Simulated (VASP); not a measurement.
Input of a VASP 6.6.1 run:

File INCAR:

```
SYSTEM = TiAl3
PREC = Accurate
ENCUT = 520
EDIFF = 1E-6
ISMEAR = 0
SIGMA = 0.1
LREAL = .False.
LASPH = .True.
NELM = 60
ALGO = Fast
ISIF = 2
LWAVE = .False.
LCHARG = .False.
LDIPOL = .True.
IDIPOL = 3
DIPOL = 0.5 0.5 0.500
GGA = PE
IVDW = 12
IBRION = 2
NSW = 70
EDIFFG = -0.03
```

KPOINTS

```
Automatic mesh
0
Gamma
  7 7 1
  0 0 0
```

Contents of POSCAR:

```
TiAl3
1.0
    5.0241861186      0.0000000000      0.0000000000
    2.1588814521      4.5367033219      0.0000000000
    0.0000000000      0.0000000000     18.0243386938
Al Ti
6 2
Selective dynamics
Direct
    0.5000000000      0.0000000000      0.3883637630  F F F
    0.0000000000      0.5000000000      0.3883637630  F F F
    0.0000000000      0.0000000000      0.4627879210  F F F
    0.0000000000      0.5000000000      0.5372120790  T T T
    0.5000000000      0.0000000000      0.5372120790  T T T
    0.5000000000      0.5000000000      0.6116362370  T T T
    0.5000000000      0.5000000000      0.4627879210  F F F
    0.0000000000      0.0000000000      0.6116362370  T T T
```

Potentials or basis: VASP PAW PBE potentials, release 64 (Al, Ti_sv).

Command:

```bash
$ cat potpaw_PBE.64/Al/POTCAR potpaw_PBE.64/Ti_sv/POTCAR > POTCAR
$ mpirun -np 1 vasp_std > vasp.out
```

**Question.** What does it give for the energy gained by relaxing?

**Answer.** 6.4 meV/atom.

**Question.** What does it give for the dispersion energy per atom?

**Answer.** -0.248 eV.

Final structure:
```yaml
crystal:
  lattice:
    - [5.02419, 0.00000, 0.00000]
    - [2.15888, 4.53670, 0.00000]
    - [0.00000, 0.00000, 18.02434]
  atoms:
    - { symbol: Al, position: [0.50000, 0.00000, 0.38836] }
    - { symbol: Al, position: [0.00000, 0.50000, 0.38836] }
    - { symbol: Al, position: [0.00000, 0.00000, 0.46279] }
    - { symbol: Al, position: [0.00000, 0.50000, 0.54245] }
    - { symbol: Al, position: [0.50000, 0.00000, 0.54245] }
    - { symbol: Al, position: [0.50000, 0.50000, 0.61695] }
    - { symbol: Ti, position: [0.50000, 0.50000, 0.46279] }
    - { symbol: Ti, position: [0.00000, 0.00000, 0.61360] }
```
